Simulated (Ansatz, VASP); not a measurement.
Te in VASP and in Ansatz

The input INCAR:

```
AGGAC = 1.0
AGGAX = 1.0
ALDAC = 0.0
ALDAX = 1.0
ALGO = Normal
EDIFF = 1E-6
EDIFFG = -0.01
ENCUT = 600
GGA = B5
IBRION = 2
ISIF = 3
ISMEAR = -1
LASPH = True
LCHARG = False
LREAL = False
LWAVE = False
NELM = 60
NSW = 80
PREC = Accurate
SIGMA = 0.05
```

Contents of KPOINTS:

```
k-points
0
Gamma
  5 5 3
```

POSCAR

```
Te
1.0
    4.4540012348      0.0000000000      0.0000000000
   -2.2270006174      3.8572782178      0.0000000000
    0.0000000000      0.0000000000      5.9240000000
Te
3
Direct
    0.2690000000      0.0000000000      0.3333333333
    0.0000000000      0.2690000000      0.6666666667
    0.7310000000      0.7310000000      0.0000000000
```

Input for Ansatz:

```yaml
crystal:
  lattice:
    - [4.4540012348, 0.0, 0.0]
    - [-2.2270006174, 3.8572782178, 0.0]
    - [0.0, 0.0, 5.924]
  atoms:
    - { symbol: Te, position: [0.269, 0.0, 0.3333333333] }
    - { symbol: Te, position: [0.0, 0.269, 0.6666666667] }
    - { symbol: Te, position: [0.731, 0.731, 0.0] }
hamiltonian:
  xc: blyp
  pseudopotentials:
    kind: paw
    azcp:
      Te: "pseudopotentials/Te.paw.azcp"
basis:
  ecutwfc: 420
  fft_grid_basis: typed
kpoints:
  mp_grid: { grid: [5, 5, 3], shift: [0, 0, 0] }
magnetization:
  spin_polarized: false
scf:
  occupations: { method: fermi_dirac, width: 0.05 }
relax:
  max_steps: 60
  f_tol: 0.01
  cell: {}
```

Alike in both runs: task relaxation of cell and atoms; functional BLYP; k mesh 5 × 5 × 3; occupations fermi-dirac, width 0.05 eV; no spin polarisation.

```csv
,VASP,Ansatz
version,VASP 6.6.1,Ansatz 0.2.0
potentials or method,"VASP PAW PBE potentials, release 64 (Te), cutoff 600 eV","plane waves (420 eV) with PAW, scalar-relativistic"
valence electrons in the cell,18,48
```

|  | VASP | Ansatz | Ansatz less VASP |
| --- | --- | --- | --- |
| relaxed volume (Å³/atom) | 47.37 | 48.09 | +0.729 |
| relaxed length of the cell vector where the two differ most in proportion (Å) | 5.268 | 5.312 | +0.0438 |

VASP's potentials were made for PBE, not for BLYP. VASP's potentials hold 18 valence electrons a cell and Ansatz's 48, so a difference there can come from the potentials and not from the codes.

Spin-orbit coupling is off throughout. Noted on VASP's run: the volume moved by over 15 % at a fixed basis, so the end points are rough.
